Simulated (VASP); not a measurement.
## AlCo: single point with PBE

AlCo:

```
Al Co
1.0
     2.81940    0.00000    0.00000
     0.00000    2.81940    0.00000
     0.00000    0.00000    2.81940
Al Co
1 1
Direct
  0.00000 0.00000 0.00000
  0.50000 0.50000 0.50000
```

```
Program                : VASP 6.6.1
Task                   : single point
Functional             : PBE
Potentials or basis    : VASP PAW PBE potentials, release 64 (Al, Co)
Cutoff                 : 520 eV
k mesh                 : 10 × 10 × 10
Occupations            : gaussian, width 0.15 eV
Spin                   : collinear spin, ferromagnetic start
Starting moments       : [0.0, 1.8] μB
Dipole correction      : no
Further INCAR settings : ALGO = Normal; EDIFF = 1e-06; NBANDS = 17
```

* Pressure: 6.6 GPa
* Band gap on the k mesh: zero (filled and empty bands overlap)
* Net moment: 0.00 μB per cell
* Valence electrons inside the program's atomic spheres: Al 0.84; Co 8.51

Levels at points of the mesh, in eV from the Fermi level:
Spin up:
```
           k point  band 3  band 4  band 5  band 6  band 7  band 8  band 9  band 10
(0.00, 0.00, 0.00)   -3.10   -0.87   -0.87   -0.87    6.15    6.15    6.15     8.88
(0.50, 0.00, 0.00)   -2.48   -1.78   -1.78   -0.75    0.20    8.46   10.81    10.81
(0.50, 0.50, 0.00)   -2.73   -2.73   -1.57   -1.57   -0.24    2.54    3.66    13.14
(0.50, 0.50, 0.50)   -4.08   -0.20   -0.20    2.40    2.40    2.40    4.43     5.51
```
Spin down:
```csv
k point,band 2,band 3,band 4,band 5,band 6,band 7,band 8,band 9,band 10,band 11
"(0.00, 0.00, 0.00)",-3.10,-3.10,-0.87,-0.87,-0.87,6.15,6.15,6.15,8.88,8.88
"(0.50, 0.00, 0.00)",-6.78,-2.48,-1.78,-1.78,-0.75,0.21,8.46,10.81,10.81,12.01
"(0.50, 0.50, 0.00)",-3.17,-2.73,-2.73,-1.57,-1.57,-0.24,2.54,3.66,13.14,16.14
"(0.50, 0.50, 0.50)",-4.08,-4.08,-0.20,-0.20,2.40,2.40,2.40,4.43,5.51,5.51
```

Run time: 41 s on 1 thread of Intel Xeon 8259CL, with other jobs on the host, peak memory 0.17 GiB.

Caveat: the cell stands under pressure.
